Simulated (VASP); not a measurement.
# PbSe in VASP: single point with LDA

Aim: the single point of PbSe with LDA.

Program: VASP 6.6.1. These are calculated values, not measurements. Logs are shortened: lines on timing, memory, paths and dates and some standing lists are left out, and cuts for length are marked.

## (1) The cell of the first run

The cell holds a slab with vacuum, 4 atoms: a = 4.415 Å, b = 4.415 Å, c = 12.399 Å, α = 100.23°, β = 100.23°, γ = 90.13°.

## (2) Single point, LDA

File INCAR:

```
SYSTEM = PbSe
PREC = Accurate
ENCUT = 520
EDIFF = 1E-6
ISMEAR = 0
SIGMA = 0.01
LREAL = .False.
LASPH = .True.
NELM = 60
ALGO = Normal
ISIF = 2
LWAVE = .False.
LCHARG = .False.
NBANDS = 28
```

File KPOINTS:

```
regular mesh
0
Gamma
  3 3 2
  0 0 0
```

File POSCAR:

```
PbSe
1.0
    4.4148899600      0.0000000000      0.0000000000
   -0.0103110200      4.4148779200      0.0000000000
   -2.2022894700     -2.2074389600     12.0007990000
Pb Se
2 2
Direct
    0.8001899987      0.8145459999      0.6176239999
    0.1926960008      0.1931599994      0.3815569997
    0.3001049999      0.3157339998      0.6220350003
    0.6768540003      0.7126679995      0.3768060002
```

Potentials or basis: VASP PAW LDA potentials, release 64 (Pb_d, Se).

The run is started by

```
$ cat potpaw_LDA.64/Pb_d/POTCAR potpaw_LDA.64/Se/POTCAR > POTCAR
$ mpirun -np 1 vasp_std > vasp.out
```

OUTCAR:

```text
SYSTEM = PbSe
   PREC = Accurate
   ENCUT = 520
   EDIFF = 1E-6
   ISMEAR = 0
   LREAL = .False.
   LASPH = .True.
   NELM = 60
   ISIF = 2

 ion  position               nearest neighbor table
   1  0.800  0.815  0.618-   4 2.89   3 3.11   3 3.12   3 3.13   3 3.13
   2  0.193  0.193  0.382-   3 2.89   4 3.02   4 3.09   4 3.15   4 3.24
   3  0.300  0.316  0.622-   2 2.89   1 3.11   1 3.12   1 3.13   1 3.13
   4  0.677  0.713  0.377-   1 2.89   2 3.02   2 3.09   2 3.15   2 3.24

  LATTYP: Found a face centered orthorhombic cell.
 ALAT       =     6.2363020042
 B/A-ratio  =     1.0023382438
 C/A-ratio  =     3.8486907760

  Lattice vectors:

 A1 = (  -2.2126004900,   2.2074389600,  12.0007990000)
 A2 = (   2.2022894700,   2.2074389600,  12.0007990000)
 A3 = (  -0.0103110200,   4.4148779200,   0.0000000000)

Analysis of symmetry for initial positions (statically):
=====================================================================
 Subroutine PRICEL returns:
 Original cell was already a primitive cell.

 Routine SETGRP: Setting up the symmetry group for a
 face centered orthorhombic supercell.

 Subroutine GETGRP returns: Found  1 space group operations
 (whereof  1 operations were pure point group operations)
 out of a pool of  8 trial point group operations.

The static configuration has the point symmetry C_1 .

Analysis of symmetry for dynamics (positions and initial velocities):
=====================================================================
 Subroutine PRICEL returns:
 Original cell was already a primitive cell.

 Routine SETGRP: Setting up the symmetry group for a
 face centered orthorhombic supercell.

 Subroutine GETGRP returns: Found  1 space group operations
 (whereof  1 operations were pure point group operations)
 out of a pool of  8 trial point group operations.

The dynamic configuration has the point symmetry C_1 .

 Subroutine INISYM returns: Found  1 space group operations
 (whereof  1 operations are pure point group operations),
 and found     1 'primitive' translations

----------------------------------------------------------------------------------------

                                     Primitive cell

  volume of cell :     233.9100

  direct lattice vectors                    reciprocal lattice vectors
     4.414889960  0.000000000  0.000000000     0.226506212  0.000529009  0.041663893
    -0.010311020  4.414877920  0.000000000     0.000000000  0.226506829  0.041663893
    -2.202289470 -2.207438960 12.000799000     0.000000000  0.000000000  0.083327785

  length of vectors
     4.414889960  4.414889961 12.399275878     0.230306804  0.230306803  0.083327785

  position of ions in fractional coordinates (direct lattice)
     0.800189999  0.814546000  0.617624000
     0.192696001  0.193159999  0.381557000
     0.300105000  0.315734000  0.622035000
     0.676854000  0.712667999  0.376806000

  ion indices of the primitive-cell ions
   primitive index   ion index
                 1           1
                 2           2
                 3           3
                 4           4

----------------------------------------------------------------------------------------

 KPOINTS: regular mesh

Automatic generation of k-mesh.
 Grid dimensions read from file:
 generate k-points for:    3    3    2

 Generating k-lattice:

  Cartesian coordinates                     Fractional coordinates (reciprocal lattice)
     0.075502071  0.000176336  0.013887964     0.333333333  0.000000000  0.000000000
     0.000000000  0.075502276  0.013887964     0.000000000  0.333333333  0.000000000
     0.000000000  0.000000000  0.041663893     0.000000000  0.000000000  0.500000000

  Length of vectors
     0.076768935  0.076768934  0.041663893

  Shift w.r.t. Gamma in fractional coordinates (k-lattice)
     0.000000000  0.000000000  0.000000000

 -----------------------------------------------------------------------------
|                                                                             |
|           W    W    AA    RRRRR   N    N  II  N    N   GGGG   !!!           |
|           W    W   A  A   R    R  NN   N  II  NN   N  G    G  !!!           |
|           W    W  A    A  R    R  N N  N  II  N N  N  G       !!!           |
|           W WW W  AAAAAA  RRRRR   N  N N  II  N  N N  G  GGG   !            |
|           WW  WW  A    A  R   R   N   NN  II  N   NN  G    G                |
|           W    W  A    A  R    R  N    N  II  N    N   GGGG   !!!           |
|                                                                             |
|     Your reciprocal lattice and k-lattice belong to different lattice       |
|     classes:                                                                |
|                                                                             |
|        The reciprocal lattice is body-centered orthorhombic,                |
|        whereas your k-lattice is base-centered monoclinic.                  |
|                                                                             |
|     Results are often still useful ...                                      |
|                                                                             |
 -----------------------------------------------------------------------------

 WARNING: IBZKPT: internal override: KBLOWUP is changed to .FALSE.
      ... skipping the blow-up phase ...

 Subroutine IBZKPT returns following result:
 ===========================================

 Found     10 irreducible k-points:

 Following reciprocal coordinates:
            Coordinates               Weight
  0.000000  0.000000  0.000000      1.000000
  0.333333  0.000000  0.000000      2.000000
  0.000000  0.333333  0.000000      2.000000
  0.333333  0.333333 -0.000000      2.000000
 -0.333333  0.333333  0.000000      2.000000
  0.000000  0.000000  0.500000      1.000000
  0.333333  0.000000  0.500000      2.000000
  0.000000  0.333333  0.500000      2.000000
  0.333333  0.333333  0.500000      2.000000
 -0.333333  0.333333  0.500000      2.000000
   k-points           NKPTS =     10   k-points in BZ     NKDIM =     10   number of bands    NBANDS=     28
   number of dos      NEDOS =    301   number of ions     NIONS =      4
   total plane-waves  NPLWV = 124416
   dimension x,y,z NGX =    36 NGY =   36 NGZ =   96
   dimension x,y,z NGXF=    72 NGYF=   72 NGZF=  192
   ions per type =               2   2
   NGX,Y,Z   is equivalent  to a cutoff of  13.56, 13.56, 12.87 a.u.
   NGXF,Y,Z  is equivalent  to a cutoff of  27.11, 27.11, 25.74 a.u.
 SYSTEM =  PbSe
   PREC   = accura    normal or accurate (medium, high low for compatibility)
   ISTART =      0    job   : 0-new  1-cont  2-samecut
   ICHARG =      2    charge: 1-file 2-atom 10-const
   ISPIN  =      1    spin polarized calculation?
   LNONCOLLINEAR =      F non collinear calculations
   LSORBIT =      F    spin-orbit coupling
   LASPH  =      T    aspherical Exc in radial PAW
   ENCUT  =  520.0 eV  38.22 Ry    6.18 a.u.   8.21  8.21 23.05*2*pi/ulx,y,z
   NELM   =     60;   NELMIN=  2; NELMDL= -5     # of ELM steps
   EDIFF  = 0.1E-05   stopping-criterion for ELM
   LREAL  =      F    real-space projection
   EDIFFG = 0.1E-04   stopping-criterion for IOM
   NSW    =      0    number of steps for IOM
   IBRION =     -1    ionic relax: 0-MD 1-quasi-New 2-CG
   NFREE  =      0    steps in history (QN), initial steepest desc. (CG)
   ISIF   =      2    stress and relaxation
   ISYM   =      2    0-nonsym 1-usesym 2-fastsym
   POTIM  = 0.5000    time-step for ionic-motion
   TEBEG  =    0.0;   TEEND  =   0.0 temperature during run
   PSTRESS=    0.0 pullay stress
   NELECT =      40.0000    total number of electrons
   NUPDOWN=      -1.0000    fix difference up-down
   EMIN   =  10.00;   EMAX   =-10.00  energy-range for DOS
   EFERMI =   0.00;   METHOD = LEGACY
   ISMEAR =     0;   SIGMA  =   0.01  broadening in eV -4-tet -1-fermi 0-gaus
   EFERMI_NEDOS =   21; number of points for ismear=-14 and -15
   IALGO  =     38    algorithm
   IMIX   =      4    mixing-type and parameters
     AMIX     =   0.40;   BMIX     =  1.00
     AMIX_MAG =   1.60;   BMIX_MAG =  1.00
  volume/ion in A,a.u.               =      58.48       394.63
  Fermi-wavevector in a.u.,A,eV,Ry     =   0.908682  1.717160 11.234370  0.825703
  Thomas-Fermi vector in A             =   2.032637
   LORBIT       =      0    0 simple, 1 ext, 2 COOP (PROOUT), +10 PAW based schemes
   GGA     = CA    functional components
   LHFCALC =     F    Hartree Fock is set to
   AEXX    =    0.0000 exact exchange contribution
   IVDW    =     0    specifies the selected vdW correction
   LEPSILON=     F    determine dielectric tensor
   LRPA    =     F    only Hartree local field effects (RPA)
 non-spin polarized calculation
 Gauss-broadening in eV      SIGMA  =   0.01
  energy-cutoff  :      520.00
  volume of cell :      233.91
 maximum number of plane-waves:      6314
 NGX is ok and might be reduce to    36
   NGX = 17   NGY = 17   NGZ = 45

 number of electron      40.0000000 magnetization

 Free energy of the ion-electron system (eV)
  ---------------------------------------------------
  ext. energy  EPLUGINS =         0.00000000
  ---------------------------------------------------
  free energy    TOTEN  =       -18.25410807 eV

  energy without entropy =      -18.25410807  energy(sigma->0) =      -18.25410807

 E-fermi :  -0.5164     XC(G=0):  -5.7825

 val. band max:       -0.5716687122   @ k =   0.0000   0.3333   0.5000
 cond. band min:       1.4322400929   @ k =   0.0000   0.3333   0.0000
 fundamental gap:      2.0039088051
 Fermi energy:        -0.5164368770

 k-point     1 :       0.0000    0.0000    0.0000
  band No.  band energies     occupation
      1     -16.7995      2.00000
      2     -16.7121      2.00000
      3     -16.7046      2.00000
      4     -16.6994      2.00000
      5     -16.6992      2.00000
      6     -16.6881      2.00000
[... 20 lines left out ...]
     27       5.0386      0.00000
     28       5.0858      0.00000
[... 249 lines left out ...]
 k-point    10 :      -0.3333    0.3333    0.5000
  band No.  band energies     occupation
      1     -16.7685      2.00000
      2     -16.7520      2.00000
      3     -16.7085      2.00000
      4     -16.7078      2.00000
      5     -16.6951      2.00000
      6     -16.6878      2.00000
[... 20 lines left out ...]
     27       5.6018      0.00000
     28       5.9131      0.00000

------------------------ aborting loop because EDIFF is reached ----------------------------------------

  FORCE on cell =-STRESS in cart. coord.  units (eV):
  Direction    XX          YY          ZZ          XY          YZ          ZX
  --------------------------------------------------------------------------------------
  -------------------------------------------------------------------------------------
  Total       -4.0396786     -4.0308280     -2.2726392     -0.0036841      0.1612152      0.0459476
  in kB      -27.6699677    -27.6093451    -15.5665486     -0.0252343      1.1042513      0.3147203
  external PRESSURE =     -23.6152872 kB  Pullay stress =       0.0000000 kB

 VOLUME and BASIS-vectors are now :
 -----------------------------------------------------------------------------
  energy-cutoff  :      520.00
  volume of cell :      233.91
      direct lattice vectors                 reciprocal lattice vectors
     4.414889960  0.000000000  0.000000000     0.226506212  0.000529009  0.041663893
    -0.010311020  4.414877920  0.000000000     0.000000000  0.226506829  0.041663893
    -2.202289470 -2.207438960 12.000799000     0.000000000  0.000000000  0.083327785

 POSITION                                       TOTAL-FORCE (eV/Angst)
 -----------------------------------------------------------------------------------
      2.16417      2.23275      7.41198         0.016529      0.004854     -0.475406
      0.00844      0.01051      4.57899        -0.000714     -0.024611      0.452496
     -0.04823      0.02082      7.46492        -0.000646      0.050559     -0.303817
      2.15105      2.31457      4.52197        -0.015169     -0.030802      0.326727
 -----------------------------------------------------------------------------------
    total drift:                                0.000505      0.000537      0.000222

  FREE ENERGIE OF THE ION-ELECTRON SYSTEM (eV)
  ---------------------------------------------------
  free  energy   TOTEN  =       -18.2541080701 eV

  energy  without entropy=      -18.2541080701  energy(sigma->0) =      -18.25410807
```

Wall time 2.6 min (1 thread of AMD EPYC 7R13, shared host); peak memory 0.26 GiB.

Results:

- Free energy: -18.2541 eV
- Largest force: 0.476 eV/Å
- Band gap on the k mesh: 2.00 eV, direct

Forces in eV/Å, atoms in the order of the input:
```
Pb   0.017  0.005 -0.475
Pb  -0.001 -0.025  0.452
Se  -0.001  0.051 -0.304
Se  -0.015 -0.031  0.327
```

Caveat: the k points lie up to 0.48 Å⁻¹ apart; spin-orbit coupling is left out, which moves the levels of the heavy elements.
